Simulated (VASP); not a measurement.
Here is a VASP 6.6.1 calculation.

INCAR

```
ALGO = Normal ; EDIFF = 1E-7
ENCUT = 520 ; GGA = PE
ISIF = 2 ; ISMEAR = 0
LASPH = T ; LCHARG = F
LREAL = F ; LWAVE = F
NBANDS = 16 ; NELM = 80
PREC = Accurate ; SIGMA = 0.05
```

Contents of KPOINTS:

```
k-points
0
Gamma
  10 10 10
```

The input POSCAR:

```
CdS
1.0
    0.0000000000      2.6663175518      3.4662128173
    2.6663175518      0.0000000000      3.4662128173
    2.6663175518      2.6663175518      0.0000000000
Cd S
1 1
Direct
    0.0000000000      0.0000000000      0.0000000000
    0.7500000000      0.7500000000      0.7500000000
```

Potentials or basis: VASP PAW PBE potentials, release 64 (Cd, S).

Run with:

```sh
$ cat potpaw_PBE.64/Cd/POTCAR potpaw_PBE.64/S/POTCAR > POTCAR
$ mpirun -np 1 vasp_std > vasp.out
```

(1) Predict the band gap on the k mesh.

(2) What does it give for the pressure?

## Answers

(1) 0.51 eV, direct.

(2) 1.7 GPa.
